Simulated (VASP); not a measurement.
Here is a VASP 6.6.1 calculation.

File INCAR:

```
  ALGO = Normal
  EDIFF = 1E-6
  ENCUT = 600
  GGA = PE
  GGA_COMPAT = False
  ISIF = 2
  ISMEAR = 0
  LASPH = True
  LCHARG = True
  LELF = True
  LREAL = False
  LVHAR = True
  LWAVE = False
  NBANDS = 24
  NELM = 120
  PREC = Accurate
  SIGMA = 0.2
```

File KPOINTS:

```
k-points
0
Gamma
  4 4 4
```

POSCAR

```
HfC5
1.0
    0.0000000000      2.9941744794      2.9941744794
    2.9941744794      0.0000000000      2.9941744794
    2.9941744794      2.9941744794      0.0000000000
Hf C
1 5
Direct
    0.0000000000      0.0000000000      0.0000000000
    0.5914977178      0.5914977178      0.2255068465
    0.5914977178      0.5914977178      0.5914977178
    0.2255068465      0.5914977178      0.5914977178
    0.5914977178      0.2255068465      0.5914977178
    0.2500000000      0.2500000000      0.2500000000
```

Potentials or basis: VASP PAW PBE potentials, release 64 (Hf_pv, C).

Launch:

```console
$ cat potpaw_PBE.64/Hf_pv/POTCAR potpaw_PBE.64/C/POTCAR > POTCAR
$ mpirun -np 1 vasp_std > vasp.out
```

Task: Estimate the band gap on the k mesh.

Result: Zero (bands 15 and 16 overlap by 2.00 eV).

Task: Predict the pressure.

Result: -1.2 GPa.

Task: Estimate the largest force.

Result: 0.141 eV/Å.

Forces on the atoms (eV/Å):
```
Hf   0.000  0.000  0.000
C   -0.081 -0.081  0.081
C    0.081  0.081  0.081
C    0.081 -0.081 -0.081
C   -0.081  0.081 -0.081
C    0.000  0.000  0.000
```

Caveat: the k points lie up to 0.45 Å⁻¹ apart, too coarse for converged energies and pressures of a metal; spin-orbit coupling is left out, which moves the levels of the heavy elements.
